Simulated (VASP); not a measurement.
# W (Im-3m) in VASP: further runs

The runs below take W through single point, with PBE.

Program: VASP 6.6.1. These are calculated values, not measurements. Logs are shortened: lines on timing, memory, paths and dates and some standing lists are left out, and cuts for length are marked.

### Step 1. The cell of the first run

Symmetry: Im-3m, No. 229, cubic system. Conventional cell: a = 3.122 Å, b = 3.122 Å, c = 3.122 Å, α = 90.00°, β = 90.00°, γ = 90.00°. W (site symmetry m-3m) has 14 W at 2.70 to 3.12 Å within 3.6 Å.

### Step 2. Single point, PBE

Input file INCAR:

```
PREC = Accurate
ENCUT = 500
EDIFF = 1E-6
ISMEAR = -1
SIGMA = 0.1
LREAL = False
LASPH = True
NELM = 120
ALGO = Normal
ISIF = 2
LWAVE = False
LCHARG = False
GGA = PE
NBANDS = 13
GGA_COMPAT = False
```

Input file KPOINTS:

```
regular mesh
0
Gamma
  4 4 4
```

Input file POSCAR:

```
W
1.0
   -1.5611122431      1.5611122431      1.5611122431
    1.5611122431     -1.5611122431      1.5611122431
    1.5611122431      1.5611122431     -1.5611122431
W
1
Direct
    0.0000000000      0.0000000000      0.0000000000
```

Potentials or basis: VASP PAW PBE potentials, release 64 (W_sv).

The run is started by

```sh
cat potpaw_PBE.64/W_sv/POTCAR > POTCAR
mpirun -np 1 vasp_std > vasp.out
```

OUTCAR:

```text
PREC = Accurate
   ENCUT = 500
   EDIFF = 1E-6
   ISMEAR = -1
   LREAL = False
   LASPH = True
   NELM = 120
   ISIF = 2
   GGA = PE

 ion  position               nearest neighbor table
   1  0.000  0.000  0.000-

  LATTYP: Found a body centered cubic cell.
 ALAT       =     3.1222244862

  Lattice vectors:

 A1 = (  -1.5611122431,   1.5611122431,   1.5611122431)
 A2 = (   1.5611122431,  -1.5611122431,   1.5611122431)
 A3 = (   1.5611122431,   1.5611122431,  -1.5611122431)

Analysis of symmetry for initial positions (statically):
=====================================================================
 Subroutine PRICEL returns:
 Original cell was already a primitive cell.

 Routine SETGRP: Setting up the symmetry group for a
 body centered cubic supercell.

 Subroutine GETGRP returns: Found 48 space group operations
[... 9 lines left out ...]

 Routine SETGRP: Setting up the symmetry group for a
 body centered cubic supercell.

 Subroutine GETGRP returns: Found 48 space group operations
[... 11 lines left out ...]
                                     Primitive cell

  volume of cell :      15.2182

  direct lattice vectors                    reciprocal lattice vectors
    -1.561112243  1.561112243  1.561112243     0.000000000  0.320284465  0.320284465
     1.561112243 -1.561112243  1.561112243     0.320284465  0.000000000  0.320284465
     1.561112243  1.561112243 -1.561112243     0.320284465  0.320284465  0.000000000

  length of vectors
     2.703925721  2.703925721  2.703925721     0.452950635  0.452950635  0.452950635

  position of ions in fractional coordinates (direct lattice)
     0.000000000  0.000000000  0.000000000

  ion indices of the primitive-cell ions
   primitive index   ion index
                 1           1

----------------------------------------------------------------------------------------

 KPOINTS: regular mesh

Automatic generation of k-mesh.
 Grid dimensions read from file:
 generate k-points for:    4    4    4

 Generating k-lattice:

  Cartesian coordinates                     Fractional coordinates (reciprocal lattice)
     0.000000000  0.080071116  0.080071116     0.250000000  0.000000000  0.000000000
     0.080071116  0.000000000  0.080071116     0.000000000  0.250000000  0.000000000
     0.080071116  0.080071116  0.000000000     0.000000000  0.000000000  0.250000000

  Length of vectors
     0.113237659  0.113237659  0.113237659

  Shift w.r.t. Gamma in fractional coordinates (k-lattice)
     0.000000000  0.000000000  0.000000000

 Subroutine IBZKPT returns following result:
 ===========================================

 Found      8 irreducible k-points:

 Following reciprocal coordinates:
            Coordinates               Weight
  0.000000  0.000000  0.000000      1.000000
  0.250000  0.000000  0.000000     12.000000
  0.500000  0.000000  0.000000      6.000000
  0.250000  0.250000  0.000000     24.000000
  0.250000  0.250000  0.250000      2.000000
 -0.250000  0.250000  0.250000      6.000000
  0.500000  0.500000  0.250000     12.000000
  0.500000  0.500000  0.500000      1.000000
   k-points           NKPTS =      8   k-points in BZ     NKDIM =      8   number of bands    NBANDS=     13
   number of dos      NEDOS =    301   number of ions     NIONS =      1
   total plane-waves  NPLWV =   8000
   dimension x,y,z NGX =    20 NGY =   20 NGZ =   20
   dimension x,y,z NGXF=    40 NGYF=   40 NGZF=   40
   ions per type =               1
   NGX,Y,Z   is equivalent  to a cutoff of  12.30, 12.30, 12.30 a.u.
   NGXF,Y,Z  is equivalent  to a cutoff of  24.59, 24.59, 24.59 a.u.
 SYSTEM =  unknown system
   PREC   = accura    normal or accurate (medium, high low for compatibility)
   ISTART =      0    job   : 0-new  1-cont  2-samecut
   ICHARG =      2    charge: 1-file 2-atom 10-const
   ISPIN  =      1    spin polarized calculation?
   LNONCOLLINEAR =      F non collinear calculations
   LSORBIT =      F    spin-orbit coupling
   LASPH  =      T    aspherical Exc in radial PAW
[... 51 lines left out ...]
      2     -26.9492      2.00000
      3     -25.9461      2.00000
      4     -25.4790      2.00000
      5       5.5138      2.00000
      6       8.3204      2.00000
      7      12.8714      0.00010
      8      14.3840      0.00000
      9      15.4187      0.00000
     10      18.6624      0.00000
     11      23.6148      0.00000
     12      23.8736      0.00000
     13      29.4810      0.00000

 k-point     4 :       0.2500    0.2500    0.0000
  band No.  band energies     occupation
      1     -61.7974      2.00000
      2     -26.6850      2.00000
      3     -26.0996      2.00000
      4     -25.6266      2.00000
      5       7.0421      2.00000
      6       8.6675      2.00000
      7       9.8074      2.00000
      8      14.0168      0.00000
      9      15.3989      0.00000
     10      19.5018      0.00000
     11      23.5094      0.00000
     12      27.3110      0.00000
     13      28.7402      0.00000

 k-point     5 :       0.2500    0.2500    0.2500
  band No.  band energies     occupation
      1     -61.7860      2.00000
      2     -26.2211      2.00000
      3     -26.2211      2.00000
      4     -26.2211      2.00000
      5       9.0175      2.00000
      6       9.0175      2.00000
      7       9.0175      2.00000
      8      15.6013      0.00000
      9      15.6013      0.00000
     10      19.1050      0.00000
     11      24.8239      0.00000
     12      24.8239      0.00000
     13      24.8239      0.00000

 k-point     6 :      -0.2500    0.2500    0.2500
  band No.  band energies     occupation
      1     -61.8087      2.00000
      2     -26.2706      2.00000
      3     -25.9763      2.00000
      4     -25.9763      2.00000
      5       6.7537      2.00000
      6       9.0422      2.00000
      7      11.5374      1.93971
      8      11.5374      1.93970
      9      13.5331      0.00000
     10      15.8195      0.00000
     11      26.8708      0.00000
     12      32.3248      0.00000
     13      32.3279      0.00000

 k-point     7 :       0.5000    0.5000    0.2500
  band No.  band energies     occupation
      1     -61.7380      2.00000
      2     -26.7279      2.00000
      3     -26.2287      2.00000
      4     -26.0063      2.00000
      5       6.9686      2.00000
      6       8.1981      2.00000
      7      11.3669      1.98876
      8      12.2140      0.07149
      9      18.1058      0.00000
     10      19.7247      0.00000
     11      22.8502      0.00000
     12      26.4336      0.00000
     13      30.6899      0.00000

 k-point     8 :       0.5000    0.5000    0.5000
  band No.  band energies     occupation
      1     -61.6783      2.00000
      2     -26.4979      2.00000
      3     -26.4979      2.00000
      4     -26.4979      2.00000
      5       5.8850      2.00000
      6       5.8850      2.00000
      7      17.5983      0.00000
      8      17.5984      0.00000
      9      17.5984      0.00000
     10      20.6419      0.00000
     11      20.6419      0.00000
     12      20.6419      0.00000
     13      29.0754      0.00000

------------------------ aborting loop because EDIFF is reached ----------------------------------------

  FORCE on cell =-STRESS in cart. coord.  units (eV):
  Direction    XX          YY          ZZ          XY          YZ          ZX
  --------------------------------------------------------------------------------------
  -------------------------------------------------------------------------------------
  Total        1.8768360      1.8768360      1.8768360      0.0000000      0.0000000      0.0000000
  in kB      197.5943475    197.5943475    197.5943475      0.0000000      0.0000000      0.0000000
  external PRESSURE =     197.5943475 kB  Pullay stress =       0.0000000 kB

 VOLUME and BASIS-vectors are now :
 -----------------------------------------------------------------------------
  energy-cutoff  :      500.00
  volume of cell :       15.22
      direct lattice vectors                 reciprocal lattice vectors
    -1.561112243  1.561112243  1.561112243     0.000000000  0.320284465  0.320284465
     1.561112243 -1.561112243  1.561112243     0.320284465  0.000000000  0.320284465
     1.561112243  1.561112243 -1.561112243     0.320284465  0.320284465  0.000000000

 POSITION                                       TOTAL-FORCE (eV/Angst)
 -----------------------------------------------------------------------------------
      0.00000      0.00000      0.00000         0.000000     -0.000000      0.000000
 -----------------------------------------------------------------------------------
    total drift:                                0.000000     -0.000000      0.000000

  FREE ENERGIE OF THE ION-ELECTRON SYSTEM (eV)
  ---------------------------------------------------
  free  energy   TOTEN  =       -12.7482848905 eV

  energy  without entropy=      -12.7361167322  energy(sigma->0) =      -12.74220081
```

It took 3.4 s on 1 thread of Intel Xeon Platinum 8259CL at 2.50GHz (Skylake/Cascade Lake), shared host; peak memory 0.12 GiB.

Results:

```
Free energy            : -12.7483 eV
Pressure               : 19.8 GPa
Band gap on the k mesh : zero (band 7 reaches 17.60 eV, above the bottom of band 8 at 10.81 eV)
```

Levels at points of the mesh, in eV from the Fermi level:
| k point | band 3 | band 4 | band 5 | band 6 | band 7 | band 8 | band 9 | band 10 | band 11 | band 12 |
| --- | --- | --- | --- | --- | --- | --- | --- | --- | --- | --- |
| (0.00, 0.00, 0.00) | -37.35 | -37.35 | -9.71 | -1.08 | -1.08 | -1.08 | 2.57 | 2.57 | 14.75 | 14.75 |
| (0.50, 0.00, 0.00) | -37.83 | -37.36 | -6.37 | -3.56 | 0.99 | 2.50 | 3.53 | 6.78 | 11.73 | 11.99 |
| (0.50, 0.50, 0.50) | -38.38 | -38.38 | -6.00 | -6.00 | 5.71 | 5.71 | 5.71 | 8.76 | 8.76 | 8.76 |

Caveat: the k points lie up to 0.71 Å⁻¹ apart; spin-orbit coupling is left out, which moves the levels of the heavy elements.

### Step 3. Single point, PBE

Input file INCAR:

```
SYSTEM = W
PREC = Accurate ; ENCUT = 500
EDIFF = 1E-6 ; ISMEAR = -1
SIGMA = 0.1 ; LREAL = .False.
LASPH = .True. ; NELM = 120
ALGO = Normal ; ISIF = 2
LWAVE = .False. ; LCHARG = .False.
GGA = PE ; NBANDS = 13
GGA_COMPAT = .False.
```

Input file KPOINTS:

```
Automatic mesh
0
Gamma
  4 4 4
  0 0 0
```

POSCAR is that of step 2.

Potentials or basis: VASP PAW PBE potentials, release 64 (W_sv).

The run is started by

```sh
cat potpaw_PBE.64/W_sv/POTCAR > POTCAR
mpirun -np 1 vasp_std > vasp.out
```

Run time: 3.5 s. Hardware: 1 thread of Intel Xeon Platinum 8259CL at 2.50GHz (Skylake/Cascade Lake), shared host; peak memory 0.12 GiB.

It converged, with:

| Quantity | Value |
| --- | --- |
| Free energy | -12.7483 eV |
| Pressure | 19.8 GPa |
| Band gap on the k mesh | zero (band 7 reaches 17.60 eV, above the bottom of band 8 at 10.81 eV) |

Levels at points of the mesh, in eV from the Fermi level:
| k point | band 4 | band 5 | band 6 | band 7 | band 8 | band 9 | band 10 | band 11 |
| --- | --- | --- | --- | --- | --- | --- | --- | --- |
| (0.00, 0.00, 0.00) | -37.35 | -9.71 | -1.08 | -1.08 | -1.08 | 2.57 | 2.57 | 14.75 |
| (0.50, 0.00, 0.00) | -37.36 | -6.37 | -3.56 | 0.99 | 2.50 | 3.53 | 6.78 | 11.73 |
| (0.50, 0.50, 0.50) | -38.38 | -6.00 | -6.00 | 5.71 | 5.71 | 5.71 | 8.76 | 8.76 |

Caveat: the k points lie up to 0.71 Å⁻¹ apart; spin-orbit coupling is left out, which moves the levels of the heavy elements.

### Step 4. Single point, PBE

This run uses another cell than the first one, of 17.12 Å³/atom, 1.125 times its volume.

Input file INCAR:

```
PREC     = Accurate       # precision mode
ENCUT    = 500            # plane-wave cutoff, eV
EDIFF    = 1E-6           # SCF threshold, eV
ISMEAR   = -1             # smearing method
SIGMA    = 0.1            # smearing width, eV
LREAL    = False          # projectors in reciprocal space
LASPH    = True           # aspherical terms in the spheres
NELM     = 120            # most SCF steps
ALGO     = Normal         # electronic algorithm
ISIF     = 2              # what is computed and relaxed
LWAVE    = False          # write WAVECAR
LCHARG   = False          # write CHGCAR
GGA      = PE             # functional
NBANDS   = 13             # bands
GGA_COMPAT= False
```

Input file KPOINTS:

```
Automatic mesh
0
Gamma
  4 4 4
```

Input file POSCAR:

```
W
1.0
   -1.6236221614      1.6236221614      1.6236221614
    1.6236221614     -1.6236221614      1.6236221614
    1.6236221614      1.6236221614     -1.6236221614
W
1
Direct
    0.0000000000      0.0000000000      0.0000000000
```

The run is started by

```sh
cat potpaw_PBE.64/W_sv/POTCAR > POTCAR
mpirun -np 1 vasp_std > vasp.out
```

Run time: 3.3 s. Hardware: 1 thread of Intel Xeon Platinum 8259CL at 2.50GHz (Skylake/Cascade Lake), shared host; peak memory 0.13 GiB.

It converged, with:

```yaml
Free_energy: -12.7494 eV
Pressure: -16.0 GPa
Band_gap_on_the_k_mesh: zero (band 7 reaches 15.09 eV, above the bottom of band 8 at 9.33 eV)
```

Levels at points of the mesh, in eV from the Fermi level:
```
           k point  band 5  band 6  band 7  band 8  band 9  band 10
(0.00, 0.00, 0.00)   -9.09   -0.91   -0.91   -0.91    2.27     2.27
(0.50, 0.00, 0.00)   -5.64   -3.03    0.57    2.13    3.02     5.72
(0.50, 0.50, 0.50)   -5.10   -5.10    4.85    4.85    4.85     7.79
```

Caveat: the k points lie up to 0.68 Å⁻¹ apart; spin-orbit coupling is left out, which moves the levels of the heavy elements.

### Step 5. Single point, PBE

This run uses another cell than the first one, of 17.12 Å³/atom, 1.125 times its volume.

Input file INCAR:

```
SYSTEM = W
PREC     = Accurate       ! precision mode
ENCUT    = 500            ! plane-wave cutoff, eV
EDIFF    = 1E-6           ! SCF threshold, eV
ISMEAR   = -1             ! smearing method
SIGMA    = 0.1            ! smearing width, eV
LREAL    = .False.        ! projectors in reciprocal space
LASPH    = .True.         ! aspherical terms in the spheres
NELM     = 120            ! most SCF steps
ALGO     = Normal         ! electronic algorithm
ISIF     = 2              ! what is computed and relaxed
LWAVE    = .False.        ! write WAVECAR
LCHARG   = .True.         ! write CHGCAR
GGA      = PE             ! functional
LELF     = .True.         ! ELF
LVHAR    = .True.       
NBANDS   = 13             ! bands
GGA_COMPAT= .False.
```

Input file KPOINTS:

```
Automatic mesh
0
Gamma
  4 4 4
  0 0 0
```

POSCAR is that of step 4.

The run is started by

```sh
cat potpaw_PBE.64/W_sv/POTCAR > POTCAR
mpirun -np 1 vasp_std > vasp.out
```

Wall time 4 s (1 thread of Intel Xeon Platinum 8259CL at 2.50GHz (Skylake/Cascade Lake), shared host); peak memory 0.13 GiB.

It converged, with:

```yaml
Free_energy: -12.7494 eV
Pressure: -16.0 GPa
Band_gap_on_the_k_mesh: zero (band 7 reaches 15.09 eV, above the bottom of band 8 at 9.33 eV)
```

Levels at points of the mesh, in eV from the Fermi level:
```
           k point  band 3  band 4  band 5  band 6  band 7  band 8  band 9  band 10  band 11  band 12
(0.00, 0.00, 0.00)  -37.69  -37.69   -9.09   -0.91   -0.91   -0.91    2.27     2.27    14.44    14.44
(0.50, 0.00, 0.00)  -38.02  -37.69   -5.64   -3.03    0.57    2.13    3.02     5.72    10.08    11.38
(0.50, 0.50, 0.50)  -38.40  -38.40   -5.10   -5.10    4.85    4.85    4.85     7.79     7.79     7.79
```

Caveat: the k points lie up to 0.68 Å⁻¹ apart; spin-orbit coupling is left out, which moves the levels of the heavy elements.

### Step 6. Single point, PBE

This run uses another cell than the first one, of 16.49 Å³/atom, 1.083 times its volume.

Input file INCAR:

```
SYSTEM = W
PREC = Accurate ; ENCUT = 500
EDIFF = 1E-6 ; ISMEAR = -1
SIGMA = 0.1 ; LREAL = .FALSE.
LASPH = .TRUE. ; NELM = 120
ALGO = Normal ; ISIF = 2
LWAVE = .FALSE. ; LCHARG = .TRUE.
GGA = PE ; LELF = .TRUE.
LVHAR = .TRUE. ; NBANDS = 13
GGA_COMPAT = .FALSE.
```

Input file KPOINTS:

```
Automatic mesh
0
G
  8 8 8
  0 0 0
```

Input file POSCAR:

```
W
1.0
   -1.6033247565      1.6033247565      1.6033247565
    1.6033247565     -1.6033247565      1.6033247565
    1.6033247565      1.6033247565     -1.6033247565
W
1
Direct
    0.0000000000      0.0000000000      0.0000000000
```

Potentials or basis: VASP PAW PBE potentials, release 64 (W_sv).

The run is started by

```sh
cat potpaw_PBE.64/W_sv/POTCAR > POTCAR
mpirun -np 1 vasp_std > vasp.out
```

Wall time 5.9 s (1 thread of Intel Xeon Platinum 8259CL at 2.50GHz (Skylake/Cascade Lake), shared host); peak memory 0.13 GiB.

It converged, with:

| Property | Result |
| --- | --- |
| Free energy | -12.9528 eV |
| Pressure | -5.6 GPa |
| Band gap on the k mesh | zero (band 7 reaches 15.77 eV, above the bottom of band 8 at 9.72 eV) |

Levels at points of the mesh, in eV from the Fermi level:
| k point | band 5 | band 6 | band 7 | band 8 | band 9 | band 10 |
| --- | --- | --- | --- | --- | --- | --- |
| (0.00, 0.00, 0.00) | -9.23 | -0.98 | -0.98 | -0.98 | 2.35 | 2.35 |
| (0.50, 0.00, 0.00) | -5.84 | -3.20 | 0.73 | 2.23 | 3.16 | 5.99 |
| (0.50, 0.50, 0.50) | -5.34 | -5.34 | 5.07 | 5.07 | 5.07 | 8.12 |

Caveat: spin-orbit coupling is left out, which moves the levels of the heavy elements.

### Step 7. Single point, PBE

This run uses another cell than the first one, of 17.12 Å³/atom, 1.125 times its volume.

Input file INCAR:

```
SYSTEM = W
PREC = Accurate ; ENCUT = 500
EDIFF = 1E-6 ; ISMEAR = -1
SIGMA = 0.1 ; LREAL = .False.
LASPH = .True. ; NELM = 120
ALGO = Normal ; ISIF = 2
LWAVE = .False. ; LCHARG = .False.
GGA = PE ; NBANDS = 13
GGA_COMPAT = .False.
```

Input file KPOINTS:

```
regular mesh
0
Gamma
  8 8 8
  0 0 0
```

Input file POSCAR:

```
W
1.0
   -1.6236221614      1.6236221614      1.6236221614
    1.6236221614     -1.6236221614      1.6236221614
    1.6236221614      1.6236221614     -1.6236221614
W
1
Direct
    0.0000000000      0.0000000000      0.0000000000
```

The run is started by

```sh
cat potpaw_PBE.64/W_sv/POTCAR > POTCAR
mpirun -np 1 vasp_std > vasp.out
```

Run time: 6.3 s. Hardware: 1 thread of Intel Xeon Platinum 8259CL at 2.50GHz (Skylake/Cascade Lake), shared host; peak memory 0.13 GiB.

The run converged. Its results:

* Free energy: -12.9109 eV
* Pressure: -15.4 GPa
* Band gap on the k mesh: zero (band 7 reaches 14.99 eV, above the bottom of band 8 at 9.26 eV)

Levels at points of the mesh, in eV from the Fermi level:
| k point | band 3 | band 4 | band 5 | band 6 | band 7 | band 8 | band 9 | band 10 | band 11 | band 12 |
| --- | --- | --- | --- | --- | --- | --- | --- | --- | --- | --- |
| (0.00, 0.00, 0.00) | -37.78 | -37.78 | -9.04 | -0.94 | -0.94 | -0.94 | 2.25 | 2.25 | 14.50 | 14.50 |
| (0.50, 0.00, 0.00) | -38.11 | -37.78 | -5.62 | -3.04 | 0.62 | 2.10 | 2.99 | 5.66 | 10.06 | 11.45 |
| (0.50, 0.50, 0.50) | -38.48 | -38.48 | -5.07 | -5.07 | 4.80 | 4.80 | 4.80 | 7.83 | 7.83 | 7.83 |

Caveat: spin-orbit coupling is left out, which moves the levels of the heavy elements.

### Step 8. The runs side by side

| cell | k mesh | gap on the mesh (eV) | pressure (GPa) |
| --- | --- | --- | --- |
| a = 2.704 Å, angles 109.5°, 1 atom | 4 × 4 × 4 | none | 19.8 |
| a = 2.812 Å, angles 109.5°, 1 atom | 4 × 4 × 4 | none | -16.0 |
| a = 2.777 Å, angles 109.5°, 1 atom | 8 × 8 × 8 | none | -5.6 |
| a = 2.812 Å, angles 109.5°, 1 atom | 8 × 8 × 8 | none | -15.4 |

Alike in all rows: task single point; level PBE; potentials or basis VASP PAW PBE potentials, release 64 (W_sv); no spin polarisation; cutoff (eV) 500; smearing fermi-dirac 0.1 eV.

Caveats: some runs use coarse meshes; spin-orbit coupling is left out, which moves the levels of the heavy elements.

Absolute energies hang on the potentials; compare differences alone.
